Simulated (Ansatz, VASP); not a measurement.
AlNi: VASP beside Ansatz

```xyz
2
Lattice="2.0426 -2.0426 0.0000 2.0426 2.0426 0.0000 0.0000 0.0000 2.9004" Properties=species:S:1:pos:R:3 pbc="T T T"
Al   -0.0141    0.0141   -0.0800
Ni    2.0491   -0.0065    1.4870
```

Change from the starting cell: mode 4 frozen in at -0.020 Å and mode 6 at -0.080 Å (largest displacements).

Alike in both runs: task single point; functional PBE; k mesh 16 × 16 × 16; occupations gaussian, width 0.15 eV; no spin polarisation.

|  | VASP | Ansatz |
| --- | --- | --- |
| version | VASP 6.6.1 | Ansatz 0.2.0 |
| potentials or method | VASP PAW PBE potentials, release 64 (Al, Ni), cutoff 520 eV | scalar-relativistic, plane waves, PAW |
| valence electrons in the cell | 13 | 21 |

VASP gave:

```
gap on the k mesh at the Fermi level (eV)                     : none
pressure (GPa)                                                : 1.0
traceless stress, the component that is largest in VASP (GPa) : -0.63
rms of the force components (eV/Å)                            : 0.399
```

Task: Estimate Ansatz's values.

Result: gap on the k mesh at the Fermi level (eV): none; pressure (GPa): 0.9; traceless stress, the component that is largest in VASP (GPa): -0.62; rms of the force components (eV/Å): 0.396.

Atom by atom the forces differ by 0.003 eV/Å (rms over components). A gap of «none» marks a metal or a gap that the smearing closes. The functional is the same, so the differences come from potentials, cutoffs and numerics. VASP's potentials hold 13 valence electrons a cell and Ansatz's 21, so a difference there can come from the potentials and not from the codes. Ansatz's warnings: near symmetry operations not taken.
